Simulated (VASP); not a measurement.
The system is SnSe (CsCl type).

```
Sn Se
1.0
     3.05467    0.00000    0.00000
     0.00000    3.05467    0.00000
     0.00000    0.00000    3.05467
Sn Se
1 1
Direct
  0.00000 0.00000 0.00000
  0.50000 0.50000 0.50000
```

| Property | Result |
| --- | --- |
| Program | VASP 6.6.1 |
| Task | relaxation of cell and atoms |
| Functional | PBE |
| Potentials or basis | VASP PAW PBE potentials, release 64 (Sn_d, Se) |
| Cutoff | 600 eV |
| k mesh | 12 × 12 × 12 |
| Occupations | fermi-dirac, width 0.03 eV |
| Spin | no spin polarisation |

At the start: pressure 100.0 GPa; volume 14.25 Å³/atom.

Problem. How do energy, volume and symmetry change on relaxing?

Solution. Over 22 steps the energy falls by 1929.6 meV/atom and the volume is 24.90 Å³/atom (+74.7 %); space group Pm-3m (No. 221, to 0.05 Å).

The path:
```
step  energy change (eV)  largest force (eV/Å)  pressure (GPa)  volume (Å³)
   1              0.0000                0.0000           99.97        28.50
   2             -2.4258                0.0000           -8.75        83.17
   3             -3.8591                0.0000           -0.13        49.93
   4             -3.8587                0.0000            0.37        49.42
   5             -3.8587                0.0000            0.40        49.42
   6             -3.8587                0.0000            0.35        49.43
   7             -3.8587                0.0000            0.37        49.43
   8             -3.8587                0.0000            0.37        49.43
   9             -3.8587                0.0000            0.37        49.43
  10             -3.8587                0.0000            0.37        49.43
  11             -3.8587                0.0000            0.37        49.43
  12             -3.8587                0.0000            0.38        49.43
  13             -3.8587                0.0000            0.39        49.43
  14             -3.8587                0.0000            0.35        49.44
  15             -3.8587                0.0000            0.34        49.45
  16             -3.8588                0.0000            0.32        49.47
  17             -3.8589                0.0000            0.28        49.51
  18             -3.8590                0.0000            0.23        49.59
  19             -3.8591                0.0000            0.08        49.75
  20             -3.8589                0.0000           -0.20        50.06
  21             -3.8591                0.0000           -0.07        49.84
  22             -3.8591                0.0000            0.03        49.80
```

Final structure:
```
Sn Se
1.0
     3.67900    0.00000    0.00000
     0.00000    3.67900    0.00000
     0.00000    0.00000    3.67900
Sn Se
1 1
Direct
  0.00000 0.00000 0.00000
  0.50000 0.50000 0.50000
```

Caveat: the volume moved by over 15 % at a fixed basis, so the end points are rough.
